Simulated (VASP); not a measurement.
# Cu (Fm-3m) in VASP: further runs

The runs below take Cu through single point, with PBEsol.

All numbers are computed with VASP 6.6.1; they aren't measurements. Logs are shortened: lines on timing, memory, paths and dates and some standing lists are left out, and cuts for length are marked.

### Step 1. The cell of the first run

It takes space group Fm-3m (No. 225, cubic). Conventional cell: a = 3.633 Å, b = 3.633 Å, c = 3.633 Å, α = 90.00°, β = 90.00°, γ = 90.00°. Within 3.4 Å of Cu (site symmetry m-3m) lie 12 Cu at 2.57 Å.

### Step 2. Single point, PBEsol (volume scaled by 1.06)

File INCAR:

```
  PREC = Accurate
  ENCUT = 520
  EDIFF = 1E-6
  ISMEAR = 0
  SIGMA = 0.1
  LREAL = False
  LASPH = True
  NELM = 100
  ALGO = Normal
  ISIF = 2
  LWAVE = False
  LCHARG = True
  GGA = PS
  LELF = True
  LVHAR = True
  NBANDS = 12
```

File KPOINTS:

```
regular mesh
0
Gamma
  20 20 20
```

File POSCAR:

```
Cu
1.0
    0.0000000000      1.8166299338      1.8166299338
    1.8166299338      0.0000000000      1.8166299338
    1.8166299338      1.8166299338      0.0000000000
Cu
1
Direct
    0.0000000000      0.0000000000      0.0000000000
```

Potentials or basis: VASP PAW PBE potentials, release 64 (Cu).

On the command line:

```bash
$ cat potpaw_PBE.64/Cu/POTCAR > POTCAR
$ mpirun -np 1 vasp_std > vasp.out
```

OUTCAR:

```text
PREC = Accurate
   ENCUT = 520
   EDIFF = 1E-6
   ISMEAR = 0
   LREAL = False
   LASPH = True
   NELM = 100
   ISIF = 2
   GGA = PS

 ion  position               nearest neighbor table
   1  0.000  0.000  0.000-

  LATTYP: Found a face centered cubic cell.
 ALAT       =     3.6332598676

  Lattice vectors:

 A1 = (   0.0000000000,   1.8166299338,   1.8166299338)
 A2 = (   1.8166299338,   0.0000000000,   1.8166299338)
 A3 = (   1.8166299338,   1.8166299338,   0.0000000000)

Analysis of symmetry for initial positions (statically):
=====================================================================
 Subroutine PRICEL returns:
 Original cell was already a primitive cell.

 Routine SETGRP: Setting up the symmetry group for a
 face centered cubic supercell.

 Subroutine GETGRP returns: Found 48 space group operations
 (whereof 48 operations were pure point group operations)
 out of a pool of 48 trial point group operations.

The static configuration has the point symmetry O_h .

Analysis of symmetry for dynamics (positions and initial velocities):
=====================================================================
 Subroutine PRICEL returns:
 Original cell was already a primitive cell.

 Routine SETGRP: Setting up the symmetry group for a
 face centered cubic supercell.

 Subroutine GETGRP returns: Found 48 space group operations
 (whereof 48 operations were pure point group operations)
 out of a pool of 48 trial point group operations.

The dynamic configuration has the point symmetry O_h .

 Subroutine INISYM returns: Found 48 space group operations
 (whereof 48 operations are pure point group operations),
 and found     1 'primitive' translations

----------------------------------------------------------------------------------------

                                     Primitive cell

  volume of cell :      11.9903

  direct lattice vectors                    reciprocal lattice vectors
     0.000000000  1.816629934  1.816629934    -0.275234923  0.275234923  0.275234923
     1.816629934  0.000000000  1.816629934     0.275234923 -0.275234923  0.275234923
     1.816629934  1.816629934  0.000000000     0.275234923  0.275234923 -0.275234923

  length of vectors
     2.569102690  2.569102690  2.569102690     0.476720871  0.476720871  0.476720871

  position of ions in fractional coordinates (direct lattice)
     0.000000000  0.000000000  0.000000000

  ion indices of the primitive-cell ions
   primitive index   ion index
                 1           1
[... 79 lines left out ...]
   ISYM   =      2    0-nonsym 1-usesym 2-fastsym
   POTIM  = 0.5000    time-step for ionic-motion
   TEBEG  =    0.0;   TEEND  =   0.0 temperature during run
   PSTRESS=    0.0 pullay stress
   NELECT =      11.0000    total number of electrons
   NUPDOWN=      -1.0000    fix difference up-down
   EMIN   =  10.00;   EMAX   =-10.00  energy-range for DOS
   EFERMI =   0.00;   METHOD = LEGACY
   ISMEAR =     0;   SIGMA  =   0.10  broadening in eV -4-tet -1-fermi 0-gaus
   EFERMI_NEDOS =   21; number of points for ismear=-14 and -15
   IALGO  =     38    algorithm
   IMIX   =      4    mixing-type and parameters
     AMIX     =   0.40;   BMIX     =  1.00
     AMIX_MAG =   1.60;   BMIX_MAG =  1.00
  volume/ion in A,a.u.               =      11.99        80.91
  Fermi-wavevector in a.u.,A,eV,Ry     =   1.590728  3.006040 34.428394  2.530416
  Thomas-Fermi vector in A             =   2.689378
   LORBIT       =      0    0 simple, 1 ext, 2 COOP (PROOUT), +10 PAW based schemes
   GGA     = PS    functional components
   LHFCALC =     F    Hartree Fock is set to
   AEXX    =    0.0000 exact exchange contribution
   IVDW    =     0    specifies the selected vdW correction
   LEPSILON=     F    determine dielectric tensor
   LRPA    =     F    only Hartree local field effects (RPA)
 non-spin polarized calculation
 Gauss-broadening in eV      SIGMA  =   0.10
  energy-cutoff  :      520.00
  volume of cell :       11.99
 maximum number of plane-waves:       332
   NGX =  9   NGY =  9   NGZ =  9

 number of electron      10.9999996 magnetization

 Free energy of the ion-electron system (eV)
  ---------------------------------------------------
  ext. energy  EPLUGINS =         0.00000000
  ---------------------------------------------------
  free energy    TOTEN  =        -4.29443706 eV

  energy without entropy =       -4.29308211  energy(sigma->0) =       -4.29375958

 E-fermi :   7.1755     XC(G=0): -12.8196

 val. band max:        7.1598535019   @ k =   0.5000   0.2500   0.1000
 cond. band min:       7.2241515988   @ k =   0.5000   0.3500   0.1500
 fundamental gap:      0.0642980969
 Fermi energy:         7.1754907359

 k-point     1 :       0.0000    0.0000    0.0000
  band No.  band energies     occupation
      1      -2.0587      2.00000
      2       4.2364      2.00000
      3       4.2364      2.00000
      4       4.2364      2.00000
      5       5.0493      2.00000
      6       5.0493      2.00000
      7      29.6763      0.00000
      8      32.1735      0.00000
      9      32.1736      0.00000
     10      32.1736      0.00000
     11      34.6406      0.00000
     12      34.6406      0.00000
[... 331 lines left out ...]
 k-point    24 :      -0.3500    0.0500    0.0000
  band No.  band energies     occupation
      1       1.7352      2.00000
      2       4.2655      2.00000
      3       4.3048      2.00000
      4       4.4237      2.00000
      5       5.3561      2.00000
      6       5.6314      2.00000
      7      14.3795      0.00000
      8      26.7979      0.00000
      9      29.2071      0.00000
     10      30.0716      0.00000
     11      32.4221      0.00000
     12      34.1409      0.00000

 [... further k-points ...]

------------------------ aborting loop because EDIFF is reached ----------------------------------------

  FORCE on cell =-STRESS in cart. coord.  units (eV):
  Direction    XX          YY          ZZ          XY          YZ          ZX
  --------------------------------------------------------------------------------------
  -------------------------------------------------------------------------------------
  Total       -0.5800303     -0.5800303     -0.5800303      0.0000000      0.0000000     -0.0000000
  in kB      -77.5053867    -77.5053867    -77.5053867      0.0000000      0.0000000     -0.0000000
  external PRESSURE =     -77.5053867 kB  Pullay stress =       0.0000000 kB

 VOLUME and BASIS-vectors are now :
 -----------------------------------------------------------------------------
  energy-cutoff  :      520.00
  volume of cell :       11.99
      direct lattice vectors                 reciprocal lattice vectors
     0.000000000  1.816629934  1.816629934    -0.275234923  0.275234923  0.275234923
     1.816629934  0.000000000  1.816629934     0.275234923 -0.275234923  0.275234923
     1.816629934  1.816629934  0.000000000     0.275234923  0.275234923 -0.275234923

 POSITION                                       TOTAL-FORCE (eV/Angst)
 -----------------------------------------------------------------------------------
      0.00000      0.00000      0.00000        -0.000000      0.000000      0.000000
 -----------------------------------------------------------------------------------
    total drift:                                0.000000      0.000000      0.000000

  FREE ENERGIE OF THE ION-ELECTRON SYSTEM (eV)
  ---------------------------------------------------
  free  energy   TOTEN  =        -4.2944370593 eV

  energy  without entropy=       -4.2930821064  energy(sigma->0) =       -4.29375958
```

OSZICAR:

```text
N       E                     dE             d eps       ncg     rms          rms(c)
DAV:   1     0.423939133355E+02    0.42394E+02   -0.54237E+03  6800   0.153E+03
DAV:   2    -0.400733237018E+01   -0.46401E+02   -0.42957E+02  6308   0.205E+02
DAV:   3    -0.536116102825E+01   -0.13538E+01   -0.13296E+01  7216   0.400E+01
DAV:   4    -0.536924848208E+01   -0.80875E-02   -0.80864E-02  6988   0.274E+00
DAV:   5    -0.536932147384E+01   -0.72992E-04   -0.72991E-04  7384   0.266E-01    0.835E+00
DAV:   6    -0.477850078751E+01    0.59082E+00   -0.17968E+01  7328   0.797E+01    0.450E+00
DAV:   7    -0.430724810654E+01    0.47125E+00   -0.28366E+00  7340   0.317E+01    0.523E-01
DAV:   8    -0.429667802767E+01    0.10570E-01   -0.70994E-03  7536   0.157E+00    0.356E-01
DAV:   9    -0.429443264065E+01    0.22454E-02   -0.13133E-02  7508   0.194E+00    0.274E-02
DAV:  10    -0.429443566050E+01   -0.30198E-05   -0.53580E-05  9084   0.125E-01    0.508E-03
DAV:  11    -0.429443709742E+01   -0.14369E-05   -0.50604E-07  5224   0.821E-03    0.701E-04
DAV:  12    -0.429443705935E+01    0.38079E-07   -0.84374E-08  3696   0.441E-03
   1 F= -.42944371E+01 E0= -.42937596E+01  d E =-.135495E-02
```

Run time: 46 s. Hardware: 1 thread of Intel Xeon Platinum 8259CL at 2.50GHz (Skylake/Cascade Lake), shared host; peak memory 0.15 GiB.

Results:

- Free energy: -4.2944 eV
- Pressure: -7.8 GPa

Caveat: the PAW data sets were made with another functional, which shifts forces and pressure a little.

### Step 3. Single point, PBEsol (volume scaled by 1.10)

File INCAR:

```
SYSTEM = Cu
PREC     = Accurate       ! precision mode
ENCUT    = 520            ! plane-wave cutoff, eV
EDIFF    = 1E-7           ! SCF threshold, eV
ISMEAR   = 0              ! smearing method
SIGMA    = 0.1            ! smearing width, eV
LREAL    = .False.        ! projectors in reciprocal space
LASPH    = .True.         ! aspherical terms in the spheres
NELM     = 60             ! most SCF steps
ALGO     = Normal         ! electronic algorithm
ISIF     = 2              ! what is computed and relaxed
LWAVE    = .False.        ! write WAVECAR
LCHARG   = .False.        ! write CHGCAR
GGA      = PS             ! functional
NBANDS   = 12             ! bands
```

File KPOINTS:

```
Automatic mesh
0
Gamma
  20 20 20
  0 0 0
```

File POSCAR:

```
Cu
1.0
    0.0000000000      1.8391990730      1.8391990730
    1.8391990730      0.0000000000      1.8391990730
    1.8391990730      1.8391990730      0.0000000000
Cu
1
Direct
    0.0000000000      0.0000000000      0.0000000000
```

Potentials or basis: VASP PAW PBE potentials, release 64 (Cu).

On the command line:

```bash
$ cat potpaw_PBE.64/Cu/POTCAR > POTCAR
$ mpirun -np 1 vasp_std > vasp.out
```

OUTCAR:

```text
SYSTEM = Cu
   PREC = Accurate
   ENCUT = 520
   EDIFF = 1E-7
   ISMEAR = 0
   LREAL = .False.
   LASPH = .True.
   NELM = 60
   ISIF = 2
   GGA = PS

 ion  position               nearest neighbor table
   1  0.000  0.000  0.000-

  LATTYP: Found a face centered cubic cell.
 ALAT       =     3.6783981460

  Lattice vectors:

 A1 = (   0.0000000000,   1.8391990730,   1.8391990730)
 A2 = (   1.8391990730,   0.0000000000,   1.8391990730)
 A3 = (   1.8391990730,   1.8391990730,   0.0000000000)

[... 537 lines left out ...]
     12      33.1188      0.00000

 [... further k-points ...]

------------------------ aborting loop because EDIFF is reached ----------------------------------------

  FORCE on cell =-STRESS in cart. coord.  units (eV):
  Direction    XX          YY          ZZ          XY          YZ          ZX
  --------------------------------------------------------------------------------------
  -------------------------------------------------------------------------------------
  Total       -0.9242684     -0.9242684     -0.9242684      0.0000000      0.0000000     -0.0000000
  in kB     -119.0124727   -119.0124727   -119.0124727      0.0000000      0.0000000     -0.0000000
  external PRESSURE =    -119.0124727 kB  Pullay stress =       0.0000000 kB

 VOLUME and BASIS-vectors are now :
 -----------------------------------------------------------------------------
  energy-cutoff  :      520.00
  volume of cell :       12.44
      direct lattice vectors                 reciprocal lattice vectors
     0.000000000  1.839199073  1.839199073    -0.271857466  0.271857466  0.271857466
     1.839199073  0.000000000  1.839199073     0.271857466 -0.271857466  0.271857466
     1.839199073  1.839199073  0.000000000     0.271857466  0.271857466 -0.271857466

 POSITION                                       TOTAL-FORCE (eV/Angst)
 -----------------------------------------------------------------------------------
      0.00000      0.00000      0.00000         0.000000      0.000000      0.000000
 -----------------------------------------------------------------------------------
    total drift:                                0.000000      0.000000      0.000000

  FREE ENERGIE OF THE ION-ELECTRON SYSTEM (eV)
  ---------------------------------------------------
  free  energy   TOTEN  =        -4.2667377120 eV

  energy  without entropy=       -4.2653363899  energy(sigma->0) =       -4.26603705
```

OSZICAR:

```text
N       E                     dE             d eps       ncg     rms          rms(c)
DAV:   1     0.415549549590E+02    0.41555E+02   -0.53287E+03  6800   0.150E+03
DAV:   2    -0.393801604854E+01   -0.45493E+02   -0.41902E+02  6296   0.200E+02
DAV:   3    -0.531380649566E+01   -0.13758E+01   -0.13659E+01  7228   0.396E+01
DAV:   4    -0.532240877537E+01   -0.86023E-02   -0.86011E-02  6956   0.277E+00
DAV:   5    -0.532249233773E+01   -0.83562E-04   -0.83561E-04  7376   0.279E-01    0.830E+00
DAV:   6    -0.478524778982E+01    0.53724E+00   -0.18533E+01  7316   0.801E+01    0.471E+00
DAV:   7    -0.427828388420E+01    0.50696E+00   -0.29980E+00  7300   0.324E+01    0.476E-01
DAV:   8    -0.426938360710E+01    0.89003E-02   -0.10063E-02  7696   0.197E+00    0.388E-01
DAV:   9    -0.426673836929E+01    0.26452E-02   -0.16342E-02  7424   0.215E+00    0.332E-02
DAV:  10    -0.426673611985E+01    0.22494E-05   -0.85276E-05  9176   0.160E-01    0.511E-03
DAV:  11    -0.426673780266E+01   -0.16828E-05   -0.80122E-07  8540   0.909E-03    0.110E-03
DAV:  12    -0.426673771196E+01    0.90695E-07   -0.93683E-08  4704   0.538E-03
   1 F= -.42667377E+01 E0= -.42660371E+01  d E =-.140132E-02
```

stdout:

```text
POSCAR found type information on POSCAR Cu
 POSCAR found :  1 types and       1 ions
 scaLAPACK will be used
 -----------------------------------------------------------------------------
|                                                                             |
|                                                                             |
|     You enforced a specific xc type in the INCAR file but a different       |
|     I HOPE YOU KNOW WHAT YOU ARE DOING!                                     |
|                                                                             |
 -----------------------------------------------------------------------------

 LDA part: xc-table for (Slater+PW92), standard interpolation
 POSCAR, INCAR and KPOINTS ok, starting setup
 FFT: planning ... GRIDC
 FFT: planning ... GRID_SOFT
 FFT: planning ... GRID
 WAVECAR not read
 entering main loop
```

Run time: 44 s. Hardware: 1 thread of Intel Xeon Platinum 8259CL at 2.50GHz (Skylake/Cascade Lake), shared host; peak memory 0.15 GiB.

What came out:

| Item | Value |
| --- | --- |
| Free energy | -4.2667 eV |
| Pressure | -11.9 GPa |

Levels at points of the mesh, in eV from the Fermi level:
```tsv
k point	band 4	band 5	band 6	band 7	band 8	band 9
(0.00, 0.00, 0.00)	-2.83	-2.06	-2.06	22.20	24.42	24.42
(0.50, 0.00, 0.00)	-1.54	-1.54	-0.85	3.52	20.72	21.26
(0.50, 0.50, 0.00)	-1.41	-1.41	1.53	6.78	12.67	12.67
```

Caveat: the PAW data sets were made with another functional, which shifts forces and pressure a little.

### Step 4. Single point, PBEsol (volume scaled by 0.94)

File INCAR:

```
SYSTEM = Cu
PREC = Accurate
ENCUT = 700
EDIFF = 1E-6
ISMEAR = 0
SIGMA = 0.1
LREAL = .False.
LASPH = .True.
NELM = 120
ALGO = Normal
ISIF = 2
LWAVE = .False.
LCHARG = .False.
GGA = PS
NBANDS = 16
GGA_COMPAT = .False.
```

File KPOINTS:

```
regular mesh
0
Gamma
  20 20 20
  0 0 0
```

File POSCAR:

```
Cu
1.0
    0.0000000000      1.7453148970      1.7453148970
    1.7453148970      0.0000000000      1.7453148970
    1.7453148970      1.7453148970      0.0000000000
Cu
1
Direct
    0.0000000000      0.0000000000      0.0000000000
```

Potentials or basis: VASP PAW PBE potentials, release 64 (Cu_sv_GW).

On the command line:

```bash
$ cat potpaw_PBE.64/Cu_sv_GW/POTCAR > POTCAR
$ mpirun -np 1 vasp_std > vasp.out
```

Wall time 79 s (1 thread of AMD EPYC 7R13 (Zen 3), shared host); peak memory 0.18 GiB.

It converged, with:

```
Free energy : -4.3640 eV
Pressure    : 7.5 GPa
```

Levels at points of the mesh, in eV from the Fermi level:
| k point | band 6 | band 7 | band 8 | band 9 | band 10 | band 11 | band 12 | band 13 | band 14 | band 15 |
| --- | --- | --- | --- | --- | --- | --- | --- | --- | --- | --- |
| (0.00, 0.00, 0.00) | -3.33 | -3.33 | -3.33 | -2.34 | -2.34 | 23.43 | 26.85 | 26.85 | 26.85 | 29.37 |
| (0.50, 0.00, 0.00) | -3.37 | -3.37 | -1.66 | -1.66 | -1.40 | 4.31 | 21.87 | 23.66 | 23.66 | 26.53 |
| (0.50, 0.50, 0.00) | -5.00 | -1.68 | -1.50 | -1.50 | 1.33 | 7.87 | 13.83 | 13.83 | 18.68 | 22.01 |

Caveat: the PAW data sets were made with another functional, which shifts forces and pressure a little.

### Step 5. Overview

```csv
potentials or basis,cell,cutoff (eV),second run,gap on the mesh (eV),pressure (GPa)
"VASP PAW PBE potentials, release 64 (Cu)","a = 2.569 Å, angles 60.0°, 1 atom",520,-,none,-7.8
"VASP PAW PBE potentials, release 64 (Cu)","a = 2.601 Å, angles 60.0°, 1 atom",520,-,none,-11.9
"VASP PAW PBE potentials, release 64 (Cu_sv_GW)","a = 2.468 Å, angles 60.0°, 1 atom",700,valence_matched,none,7.5
```

Alike in all rows: task single point; level PBEsol; no spin polarisation; k mesh 20 × 20 × 20; smearing gaussian 0.1 eV.

Caveats: the PAW data sets were made with another functional, which shifts forces and pressure a little.

Total energies depend on the potentials used, so only differences within one code and one set of settings carry meaning.
